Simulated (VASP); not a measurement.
# Re (P6_3/mmc) in VASP: notebook, part 2 of 2

VASP 6.6.1. Earlier steps stand in the parts before.

### Step 3. Electric field gradients, PBE (volume scaled by 0.96)

Contents of INCAR:

```
SYSTEM = Re
ALGO = Normal
EDIFF = 1E-8
ENCUT = 520
GGA = PE
ISIF = 2
ISMEAR = -1
LASPH = .TRUE.
LCHARG = .FALSE.
LEFG = .TRUE.
LREAL = .FALSE.
LWAVE = .FALSE.
NBANDS = 14
NELM = 60
PREC = Accurate
SIGMA = 0.05
```

Contents of KPOINTS:

```
k-points
0
G
  14 14 8
  0 0 0
```

Contents of POSCAR:

```
Re
1.0
    2.5677224212      0.0000000000      0.0000000000
   -1.2838612106      2.2237128466      0.0000000000
    0.0000000000      0.0000000000      4.1057498614
Re
2
Direct
    0.3333333333      0.6666666667      0.2500000000
    0.6666666667      0.3333333333      0.7500000000
```

Potentials or basis: VASP PAW PBE potentials, release 64 (Re).

Command:

```bash
$ cat potpaw_PBE.64/Re/POTCAR > POTCAR
$ mpirun -np 1 vasp_std > vasp.out
```

OUTCAR:

```text
SYSTEM = Re
   EDIFF = 1E-8
   ENCUT = 520
   GGA = PE
   ISIF = 2
   ISMEAR = -1
   LASPH = .TRUE.
   LREAL = .FALSE.
   NELM = 60
   PREC = Accurate

 ion  position               nearest neighbor table
   1  0.333  0.667  0.250-   2 2.53   2 2.53   2 2.53   2 2.53   2 2.53   2 2.53
   2  0.667  0.333  0.750-   1 2.53   1 2.53   1 2.53   1 2.53   1 2.53   1 2.53

  LATTYP: Found a hexagonal cell.
 ALAT       =     2.5677224212
 C/A-ratio  =     1.5989850879

  Lattice vectors:

 A1 = (   2.5677224212,   0.0000000000,   0.0000000000)
 A2 = (  -1.2838612106,   2.2237128466,   0.0000000000)
 A3 = (   0.0000000000,   0.0000000000,   4.1057498614)

Analysis of symmetry for initial positions (statically):
=====================================================================
 Subroutine PRICEL returns:
 Original cell was already a primitive cell.

 Routine SETGRP: Setting up the symmetry group for a
 hexagonal supercell.
[... 599 lines left out ...]
  volume of cell :       23.44
      direct lattice vectors                 reciprocal lattice vectors
     2.567722421  0.000000000  0.000000000     0.389450196  0.224849175  0.000000000
    -1.283861211  2.223712847  0.000000000     0.000000000  0.449698351  0.000000000
     0.000000000  0.000000000  4.105749861     0.000000000  0.000000000  0.243560868

 POSITION                                       TOTAL-FORCE (eV/Angst)
 -----------------------------------------------------------------------------------
     -0.00000      1.48248      1.02644        -0.000000      0.000000      0.000000
      1.28386      0.74124      3.07931         0.000000      0.000000      0.000000
 -----------------------------------------------------------------------------------
    total drift:                                0.000000     -0.000000     -0.000000

  FREE ENERGIE OF THE ION-ELECTRON SYSTEM (eV)
  ---------------------------------------------------
  free  energy   TOTEN  =       -22.3713786860 eV

  energy  without entropy=      -22.3609550208  energy(sigma->0) =      -22.36616685

 Electric field gradients (V/A^2)
---------------------------------------------------------------------
 ion       V_xx      V_yy      V_zz      V_xy      V_xz      V_yz
---------------------------------------------------------------------
   1      53.352    53.352  -106.703     0.000     0.000    -0.000
   2      53.352    53.352  -106.703     0.000    -0.000     0.000
---------------------------------------------------------------------

 Electric field gradients after diagonalization (V/A^2)
 (convention: |V_zz| > |V_xx| > |V_yy|)
----------------------------------------------------------------------
 ion       V_xx      V_yy      V_zz     asymmetry (V_yy - V_xx)/ V_zz
----------------------------------------------------------------------
   1      53.352    53.352  -106.703       0.000
   2      53.352    53.352  -106.703       0.000
----------------------------------------------------------------------

           NMR quadrupolar parameters

 Cq : quadrupolar parameter    Cq=e*Q*V_zz/h
 eta: asymmetry parameters     (V_yy - V_xx)/ V_zz
 Q  : nuclear electric quadrupole moment in mb (millibarn)
----------------------------------------------------------------------
 ion       Cq(MHz)       eta       Q (mb)
----------------------------------------------------------------------
   1      -0.258       0.000       1.000
   2      -0.258       0.000       1.000
----------------------------------------------------------------------
```

OSZICAR:

```text
N       E                     dE             d eps       ncg     rms          rms(c)
DAV:   1     0.239466935729E+02    0.23947E+02   -0.70828E+03  6712   0.133E+03
DAV:   2    -0.226582835281E+02   -0.46605E+02   -0.41885E+02  5502   0.324E+02
DAV:   3    -0.234806623863E+02   -0.82238E+00   -0.81391E+00  5030   0.387E+01
DAV:   4    -0.234875933525E+02   -0.69310E-02   -0.69274E-02  5312   0.228E+00
DAV:   5    -0.234877079047E+02   -0.11455E-03   -0.11455E-03  5006   0.500E-01    0.653E+01
DAV:   6    -0.227487947168E+02    0.73891E+00   -0.21414E-01  5880   0.112E+01    0.351E+01
DAV:   7    -0.223740042839E+02    0.37479E+00   -0.31487E-01  5830   0.130E+01    0.359E-01
DAV:   8    -0.223717788033E+02    0.22255E-02   -0.44400E-03  5616   0.663E-01    0.283E-01
DAV:   9    -0.223713807431E+02    0.39806E-03   -0.61762E-04  5652   0.320E-01    0.459E-02
DAV:  10    -0.223713881440E+02   -0.74009E-05   -0.40872E-05  5448   0.545E-02    0.126E-02
DAV:  11    -0.223713788586E+02    0.92854E-05   -0.15893E-06  5658   0.277E-02    0.340E-03
DAV:  12    -0.223713786808E+02    0.17778E-06   -0.44245E-08  4408   0.589E-03    0.835E-04
DAV:  13    -0.223713786860E+02   -0.52073E-08   -0.10605E-08  3348   0.169E-03
   1 F= -.22371379E+02 E0= -.22366167E+02  d E =-.104237E-01
```

stdout:

```text
POSCAR found type information on POSCAR Re
 POSCAR found :  1 types and       2 ions
 scaLAPACK will be used
 LDA part: xc-table for (Slater+PW92), standard interpolation
 POSCAR, INCAR and KPOINTS ok, starting setup
 FFT: planning ... GRIDC
 FFT: planning ... GRID_SOFT
 FFT: planning ... GRID
 WAVECAR not read
 entering main loop
ion   1

ion   2
```

Run time: 32 s. Hardware: 1 thread of Intel Xeon Platinum 8259CL at 2.50GHz (Skylake/Cascade Lake), shared host; peak memory 0.16 GiB.

What came out:

* Free energy: -22.3714 eV
* Pressure: 153.4 GPa
* Band gap on the k mesh: zero (band 7 reaches 12.99 eV, above the bottom of band 8 at 8.43 eV)

Stress tensor (GPa, compression positive):
```
150.35   0.00   0.00
  0.00 150.35   0.00
  0.00   0.00 159.35
```

Electric field gradients, principal values (V/Å²):
```
atom   least  middle  greatest (by size)
1 Re  53.352  53.352            -106.703
2 Re  53.352  53.352            -106.703
```

Caveat: without QUAD_EFG the Cq values of the log hold for a quadrupole moment of 1 mb, not for the nuclei; spin-orbit coupling is left out, which moves the levels of the heavy elements.
